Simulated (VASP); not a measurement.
# V: single point with RPBE

Crystal: V.

```xyz
2
Lattice="2.6043 0.0000 0.0000 -1.3021 2.2554 0.0000 0.0000 0.0000 4.7233" Properties=species:S:1:pos:R:3 pbc="T T T"
V     0.0000    1.5036    1.1808
V     1.3021    0.7518    3.5425
```

This isn't the form of V at room conditions, which is bcc.

| Quantity | Value |
| --- | --- |
| Program | VASP 6.6.1 |
| Task | single point |
| Functional | RPBE |
| Potentials or basis | VASP PAW PBE potentials, release 64 (V_sv) |
| Cutoff | 520 eV |
| k mesh | 12 × 12 × 6 |
| Occupations | gaussian, width 0.1 eV |
| Spin | collinear spin, ferromagnetic start |
| Starting moments | [2.0, 2.0] μB |
| Dipole correction | no |
| Further INCAR settings | ALGO = Normal; EDIFF = 1e-07; NBANDS = 24 |

```json
{
 "Pressure": "3.7 GPa",
 "Band gap on the k mesh": "zero (filled and empty bands overlap)",
 "Net moment": "0.00 μB per cell",
 "Valence electrons inside the program's atomic spheres": "V 11.62"
}
```

Stress tensor (GPa, compression positive):
```
4.36 0.00 0.00
0.00 4.36 0.00
0.00 0.00 2.51
```

Levels at points of the mesh, in eV from the Fermi level:
Spin up:
| k point | band 10 | band 11 | band 12 | band 13 | band 14 | band 15 | band 16 | band 17 |
| --- | --- | --- | --- | --- | --- | --- | --- | --- |
| (0.00, 0.00, 0.00) | -3.44 | -0.58 | -0.27 | 0.34 | 0.34 | 0.65 | 0.65 | 1.85 |
| (0.50, 0.00, 0.00) | -2.85 | -2.70 | -0.35 | -0.21 | 0.30 | 0.64 | 2.96 | 3.50 |
| (0.00, 0.00, 0.50) | -5.10 | -1.03 | -1.03 | 0.37 | 0.37 | 0.37 | 0.37 | 2.51 |
| (0.50, 0.00, 0.50) | -3.24 | -1.79 | -1.79 | 1.60 | 1.60 | 1.66 | 1.66 | 3.56 |
Spin down:
| k point | band 10 | band 11 | band 12 | band 13 | band 14 | band 15 | band 16 | band 17 |
| --- | --- | --- | --- | --- | --- | --- | --- | --- |
| (0.00, 0.00, 0.00) | -3.44 | -0.58 | -0.27 | 0.34 | 0.34 | 0.65 | 0.65 | 1.85 |
| (0.50, 0.00, 0.00) | -2.84 | -2.70 | -0.35 | -0.21 | 0.30 | 0.64 | 2.96 | 3.50 |
| (0.00, 0.00, 0.50) | -5.10 | -1.03 | -1.03 | 0.37 | 0.37 | 0.37 | 0.37 | 2.51 |
| (0.50, 0.00, 0.50) | -3.24 | -1.79 | -1.79 | 1.60 | 1.60 | 1.66 | 1.66 | 3.56 |

Run time: 69 s on 1 thread of Intel(R) Xeon(R) Platinum 8488C (Sapphire Rapids) (shared host), peak memory 0.19 GiB.

Caveat: the cell stands under pressure; the PAW data sets were made with another functional, which shifts forces and pressure a little.
